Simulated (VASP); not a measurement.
A run of VASP 6.6.1 is set up as follows.

INCAR

```
ALGO = Normal
EDIFF = 1E-6
ENCUT = 600
GGA = PE
GGA_COMPAT = F
ISIF = 2
ISMEAR = -1
LASPH = T
LCHARG = T
LELF = T
LREAL = F
LVHAR = T
LWAVE = F
NBANDS = 16
NELM = 120
PREC = Accurate
SIGMA = 0.15
```

File KPOINTS:

```
k-points
0
Gamma
  8 8 8
```

Contents of POSCAR:

```
MnO
1.0
    0.0000000000      2.2229500000      2.2229500000
    2.2229500000      0.0000000000      2.2229500000
    2.2229500000      2.2229500000      0.0000000000
Mn O
1 1
Direct
    0.0000000000      0.0000000000      0.0000000000
    0.5000000000      0.5000000000      0.5000000000
```

Potentials or basis: VASP PAW PBE potentials, release 64 (Mn_pv, O).

Launch:

```bash
$ cat potpaw_PBE.64/Mn_pv/POTCAR potpaw_PBE.64/O/POTCAR > POTCAR
$ mpirun -np 1 vasp_std > vasp.out
```

(1) Estimate the pressure.

Results:

(1) -31.3 GPa.

Caveat: an odd number of electrons without spin polarisation forces a metal; a magnetic or distorted state may lie lower; the run has no spin polarisation, though such a crystal can be magnetic.
